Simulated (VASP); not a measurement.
# Al2Ru (I4/mmm) in VASP: notebook

The runs below take Al2Ru through single point, with r2SCAN.

All numbers are computed with VASP 6.6.1; they aren't measurements. Logs are shortened: lines on timing, memory, paths and dates and some standing lists are left out, and cuts for length are marked.

### 1 The cell of the first run

The structure is tetragonal, space group I4/mmm (No. 139). The conventional cell has a = 3.153 Å, b = 3.153 Å, c = 8.381 Å, α = 90.00°, β = 90.00°, γ = 90.00°. Within 3.4 Å of Al (site symmetry 4mm) lie 5 Ru at 2.60 to 2.85 Å and 9 Al at 2.68 to 3.15 Å. Within 3.4 Å of Ru (site symmetry 4/mmm) lie 10 Al at 2.60 to 2.85 Å and 4 Ru at 3.15 Å.

### 2 Single point, r2SCAN (biaxial strain in the a-b plane: +1.0 %, then relaxed in part)

Contents of POSCAR:

```
Al2Ru
1.0
    3.1530387148      0.0000000000      0.0000000000
    0.0000000000      3.1530387148      0.0000000000
    0.0000000000      0.0000000000      8.3812050378
Al Ru
4 2
Direct
    0.5000000000      0.5000000000      0.1597750749
    0.0000000000      0.0000000000      0.3402249251
    0.0000000000      0.0000000000      0.6597750749
    0.5000000000      0.5000000000      0.8402249251
    0.0000000000      0.0000000000      0.0000000000
    0.5000000000      0.5000000000      0.5000000000
```

Contents of INCAR.step1:

```
PREC     = Accurate       # precision mode
ENCUT    = 520            # plane-wave cutoff, eV
ISMEAR   = 0              # smearing method
SIGMA    = 0.1            # smearing width, eV
LREAL    = False          # projectors in reciprocal space
LASPH    = True           # aspherical terms in the spheres
NELM     = 80             # most SCF steps
NBANDS   = 29             # bands
GGA      = PE             # functional
ALGO     = Normal         # electronic algorithm
EDIFF    = 1E-4           # SCF threshold, eV
LWAVE    = True           # write WAVECAR
LCHARG   = False          # write CHGCAR
```

Contents of INCAR.step2:

```
PREC     = Accurate       # precision mode
ENCUT    = 520            # plane-wave cutoff, eV
EDIFF    = 1E-6           # SCF threshold, eV
ISMEAR   = 0              # smearing method
SIGMA    = 0.1            # smearing width, eV
LREAL    = False          # projectors in reciprocal space
LASPH    = True           # aspherical terms in the spheres
NELM     = 80             # most SCF steps
ALGO     = Normal         # electronic algorithm
ISIF     = 2              # what is computed and relaxed
LWAVE    = False          # write WAVECAR
LCHARG   = True           # write CHGCAR
METAGGA  = R2SCAN         # meta-GGA
LMIXTAU  = True         
LELF     = True           # ELF
LVHAR    = True         
NBANDS   = 29             # bands
ISTART   = 1
```

Contents of KPOINTS:

```
Automatic mesh
0
Gamma
  12 12 4
```

Potentials or basis: VASP PAW PBE potentials, release 64 (Al, Ru_pv).

On the command line:

```console
> cat potpaw_PBE.64/Al/POTCAR potpaw_PBE.64/Ru_pv/POTCAR > POTCAR
> cp INCAR.step1 INCAR
> mpirun -np 1 vasp_std > vasp.out
> cp INCAR.step2 INCAR
> mpirun -np 1 vasp_std > vasp.out
```

OUTCAR:

```text
PREC = Accurate
   ENCUT = 520
   EDIFF = 1E-6
   ISMEAR = 0
   LREAL = False
   LASPH = True
   NELM = 80
   ISIF = 2
   METAGGA = R2SCAN
   ISTART = 1

 ion  position               nearest neighbor table
   1  0.500  0.500  0.160-   5 2.60   5 2.60   5 2.60   5 2.60   4 2.68   2 2.69   2 2.69   2 2.69
                             2 2.69   6 2.85
   2  0.000  0.000  0.340-   6 2.60   6 2.60   6 2.60   6 2.60   3 2.68   1 2.69   1 2.69   1 2.69
                             1 2.69   5 2.85
   3  0.000  0.000  0.660-   6 2.60   6 2.60   6 2.60   6 2.60   2 2.68   4 2.69   4 2.69   4 2.69
                             4 2.69   5 2.85
   4  0.500  0.500  0.840-   5 2.60   5 2.60   5 2.60   5 2.60   1 2.68   3 2.69   3 2.69   3 2.69
                             3 2.69   6 2.85
   5  0.000  0.000  0.000-   1 2.60   4 2.60   1 2.60   4 2.60   1 2.60   4 2.60   1 2.60   4 2.60
                             3 2.85   2 2.85
   6  0.500  0.500  0.500-   2 2.60   3 2.60   2 2.60   3 2.60   2 2.60   3 2.60   2 2.60   3 2.60
                             1 2.85   4 2.85

  LATTYP: Found a simple tetragonal cell.
 ALAT       =     3.1530387148
 C/A-ratio  =     2.6581357845

  Lattice vectors:

 A1 = (   3.1530387148,   0.0000000000,   0.0000000000)
 A2 = (   0.0000000000,   3.1530387148,   0.0000000000)
 A3 = (   0.0000000000,   0.0000000000,   8.3812050378)

Analysis of symmetry for initial positions (statically):
=====================================================================
 Subroutine PRICEL returns following result:

  LATTYP: Found a body centered tetragonal cell.
 ALAT       =     3.1530387148
 C/A-ratio  =     2.6581357845

  Lattice vectors:

 A1 = (  -1.5765193574,   1.5765193574,   4.1906025189)
 A2 = (   1.5765193574,  -1.5765193574,   4.1906025189)
 A3 = (   1.5765193574,   1.5765193574,  -4.1906025189)

   2 primitive cells build up your supercell.

 Routine SETGRP: Setting up the symmetry group for a
 simple tetragonal supercell.

 Subroutine GETGRP returns: Found 16 space group operations
 (whereof 16 operations were pure point group operations)
 out of a pool of 16 trial point group operations.

The static configuration has the point symmetry D_4h.

Analysis of symmetry for dynamics (positions and initial velocities):
=====================================================================
 Subroutine PRICEL returns following result:

[... 122 lines left out ...]
   LREAL  =      F    real-space projection
   EDIFFG = 0.1E-04   stopping-criterion for IOM
   NSW    =      0    number of steps for IOM
   IBRION =     -1    ionic relax: 0-MD 1-quasi-New 2-CG
   NFREE  =      0    steps in history (QN), initial steepest desc. (CG)
   ISIF   =      2    stress and relaxation
   ISYM   =      2    0-nonsym 1-usesym 2-fastsym
   POTIM  = 0.5000    time-step for ionic-motion
   TEBEG  =    0.0;   TEEND  =   0.0 temperature during run
   PSTRESS=    0.0 pullay stress
   NELECT =      40.0000    total number of electrons
   NUPDOWN=      -1.0000    fix difference up-down
   EMIN   =  10.00;   EMAX   =-10.00  energy-range for DOS
   EFERMI =   0.00;   METHOD = LEGACY
   ISMEAR =     0;   SIGMA  =   0.10  broadening in eV -4-tet -1-fermi 0-gaus
   EFERMI_NEDOS =   21; number of points for ismear=-14 and -15
   IALGO  =     38    algorithm
   IMIX   =      4    mixing-type and parameters
     AMIX     =   0.40;   BMIX     =  1.00
     AMIX_MAG =   1.60;   BMIX_MAG =  1.00
  volume/ion in A,a.u.               =      13.89        93.72
  Fermi-wavevector in a.u.,A,eV,Ry     =   1.281858  2.422360 22.356536  1.643159
  Thomas-Fermi vector in A             =   2.414203
   LORBIT       =      0    0 simple, 1 ext, 2 COOP (PROOUT), +10 PAW based schemes
   METAGGA = R2SCAN    functional components
   LHFCALC =     F    Hartree Fock is set to
   AEXX    =    0.0000 exact exchange contribution
   IVDW    =     0    specifies the selected vdW correction
   LEPSILON=     F    determine dielectric tensor
   LRPA    =     F    only Hartree local field effects (RPA)
 non-spin polarized calculation
 Gauss-broadening in eV      SIGMA  =   0.10
  energy-cutoff  :      520.00
  volume of cell :       83.32
 maximum number of plane-waves:      2280
 NGX is ok and might be reduce to    24
   NGX = 11   NGY = 11   NGZ = 31

 number of electron      39.9999982 magnetization

 Free energy of the ion-electron system (eV)
  ---------------------------------------------------
  ext. energy  EPLUGINS =         0.00000000
  ---------------------------------------------------
  free energy    TOTEN  =       -82.33197204 eV

  energy without entropy =      -82.33040326  energy(sigma->0) =      -82.33118765

 E-fermi :  10.4431     XC(G=0): -12.7982

 val. band max:       10.4405514857   @ k =   0.3333   0.3333   0.0000
 cond. band min:      10.5153378201   @ k =   0.2500   0.2500   0.0000
 fundamental gap:      0.0747863344
 Fermi energy:        10.4430847905

 k-point     1 :       0.0000    0.0000    0.0000
  band No.  band energies     occupation
      1     -33.6671      2.00000
      2     -33.6671      2.00000
      3     -33.6670      2.00000
      4     -33.6670      2.00000
      5     -33.5638      2.00000
      6     -33.5608      2.00000
[... 757 lines left out ...]
     28      15.8435      0.00000
     29      15.8961      0.00000

 [... further k-points ...]

------------------------ aborting loop because EDIFF is reached ----------------------------------------

  FORCE on cell =-STRESS in cart. coord.  units (eV):
  Direction    XX          YY          ZZ          XY          YZ          ZX
  --------------------------------------------------------------------------------------
  -------------------------------------------------------------------------------------
  Total       -1.7952708     -1.7952708     -0.0902667      0.0000000      0.0000000      0.0000000
  in kB      -34.5203729    -34.5203729     -1.7356938      0.0000000      0.0000000      0.0000000
  external PRESSURE =     -23.5921465 kB  Pullay stress =       0.0000000 kB

 VOLUME and BASIS-vectors are now :
 -----------------------------------------------------------------------------
  energy-cutoff  :      520.00
  volume of cell :       83.32
      direct lattice vectors                 reciprocal lattice vectors
     3.153038715  0.000000000  0.000000000     0.317154368  0.000000000  0.000000000
     0.000000000  3.153038715  0.000000000     0.000000000  0.317154368  0.000000000
     0.000000000  0.000000000  8.381205038     0.000000000  0.000000000  0.119314585

 POSITION                                       TOTAL-FORCE (eV/Angst)
 -----------------------------------------------------------------------------------
      1.57652      1.57652      1.33911         0.000000     -0.000000      0.012607
      0.00000      0.00000      2.85149        -0.000000     -0.000000     -0.012607
      0.00000      0.00000      5.52971         0.000000      0.000000      0.012607
      1.57652      1.57652      7.04210        -0.000000     -0.000000     -0.012607
      0.00000      0.00000      0.00000         0.000000     -0.000000     -0.000000
      1.57652      1.57652      4.19060         0.000000      0.000000     -0.000000
 -----------------------------------------------------------------------------------
    total drift:                                0.000000      0.000000      0.000000

  FREE ENERGIE OF THE ION-ELECTRON SYSTEM (eV)
  ---------------------------------------------------
  free  energy   TOTEN  =       -82.3319720440 eV

  energy  without entropy=      -82.3304032631  energy(sigma->0) =      -82.33118765
```

Wall time 3.3 min (1 thread of Intel Xeon 6975P-C (Granite Rapids), shared host); peak memory 0.3 GiB.

Results:

- Free energy: -82.3320 eV
- Pressure: -2.4 GPa
- Largest force: 0.013 eV/Å
- Band gap on the k mesh: zero (bands 20 and 21 overlap by 0.07 eV)

Forces on the atoms (eV/Å):
```
Al   0.000  0.000  0.013
Al   0.000  0.000 -0.013
Al   0.000  0.000  0.013
Al   0.000  0.000 -0.013
Ru   0.000  0.000  0.000
Ru   0.000  0.000  0.000
```

Stress tensor (GPa, compression positive):
```
-3.45  0.00  0.00
 0.00 -3.45  0.00
 0.00  0.00 -0.17
```

Levels at points of the mesh, in eV from the Fermi level:
| k point | band 16 | band 17 | band 18 | band 19 | band 20 | band 21 | band 22 | band 23 | band 24 | band 25 |
| --- | --- | --- | --- | --- | --- | --- | --- | --- | --- | --- |
| (0.00, 0.00, 0.00) | -1.89 | -1.75 | -1.75 | -1.24 | -1.21 | 2.62 | 3.12 | 3.12 | 4.68 | 6.23 |
| (0.50, 0.00, 0.00) | -2.84 | -2.49 | -2.49 | -1.65 | -1.65 | 0.53 | 0.53 | 3.11 | 3.11 | 5.26 |
| (0.50, 0.50, 0.00) | -3.30 | -1.32 | -1.32 | -0.50 | -0.50 | 0.29 | 0.29 | 1.90 | 1.90 | 2.05 |
| (0.00, 0.00, 0.50) | -2.02 | -2.02 | -2.02 | -1.22 | -1.22 | 4.10 | 4.10 | 4.10 | 4.10 | 4.57 |
| (0.50, 0.00, 0.50) | -2.97 | -2.85 | -2.85 | -1.65 | -1.65 | 0.59 | 0.59 | 3.25 | 3.25 | 5.45 |
| (0.50, 0.50, 0.50) | -1.91 | -1.91 | -1.91 | -0.55 | -0.55 | 0.29 | 0.29 | 1.38 | 1.38 | 3.56 |

Caveat: the cell differs from its parent crystal (biaxial strain in the a-b plane: +1.0 %, then relaxed in part); the PAW data sets were made with another functional, which shifts forces and pressure a little.

(Continued in part 2 of 2.)

The gap in the log of VASP goes by the Fermi energy; the results here count the filled bands.